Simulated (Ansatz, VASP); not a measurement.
## TiS2 in VASP and in Ansatz

INCAR

```
  PREC = Accurate
  ENCUT = 500
  EDIFF = 1E-7
  ISMEAR = 0
  SIGMA = 0.1
  LREAL = False
  LASPH = True
  NELM = 120
  ALGO = Normal
  ISIF = 3
  LWAVE = False
  LCHARG = False
  IBRION = 2
  NSW = 100
  EDIFFG = -0.002
  GGA_COMPAT = False
  NELMIN = 4
```

KPOINTS

```
regular mesh
0
Gamma
  15 15 8
```

The input POSCAR:

```
TiS2
1.0
    3.3151321368      0.0000000000      0.0000000000
   -1.6575660684      2.8709886474      0.0000000000
    0.0000000000      0.0000000000      5.4472392363
Ti S
1 2
Direct
    0.0000000000      0.0000000000      0.0000000000
    0.3333333333      0.6666666667      0.2609046486
    0.6666666667      0.3333333333      0.7390953514
```

Input for Ansatz:

```yaml
crystal:
  lattice:
    - [3.3151321368, 0.0, 0.0]
    - [-1.6575660684, 2.8709886474, 0.0]
    - [0.0, 0.0, 5.4472392363]
  atoms:
    - { symbol: Ti, position: [0.0, 0.0, 0.0] }
    - { symbol: S, position: [0.3333333333, 0.6666666667, 0.2609046486] }
    - { symbol: S, position: [0.6666666667, 0.3333333333, 0.7390953514] }
basis:
  ecutwfc: 420
kpoints:
  mp_grid: { grid: [15, 15, 8] }
hamiltonian:
  xc: lda
scf:
  occupations: { method: gaussian, width: 0.1 }
output:
  forces: true
  stress: true
  eigenvalues: true
  write_density: true
  write_potential: true
  elf: true
  volumetric_format: npy
relax:
  adjacent_minimum: "off"
  f_tol: 0.002
  max_steps: 80
  cell: { stress_tol: 0.02 }
```

Alike in both runs: task relaxation of cell and atoms; functional LDA; k mesh 15 × 15 × 8; occupations gaussian, width 0.1 eV; no spin polarisation.

```csv
,VASP,Ansatz
version,VASP 6.6.1,Ansatz 0.2.0
potentials or method,"VASP PAW LDA potentials, release 64 (Ti_sv, S), cutoff 500 eV","scalar-relativistic, plane waves, PAW"
valence electrons in the cell,24,24
```

|  | VASP | Ansatz | Ansatz less VASP |
| --- | --- | --- | --- |
| gap on the k mesh at the Fermi level, each at its own relaxed structure (eV) | none | none | - |
| relaxed volume (Å³/atom) | 17.27 | 17.28 | +0.012 |
| relaxed cell length with the largest relative difference (Å) | 5.446 | 5.447 | +0.0016 |

LDA's correlation is that of Perdew and Zunger in VASP and of Perdew and Wang (1992) in Ansatz. A gap of «none» marks a metal or a gap that the smearing closes.
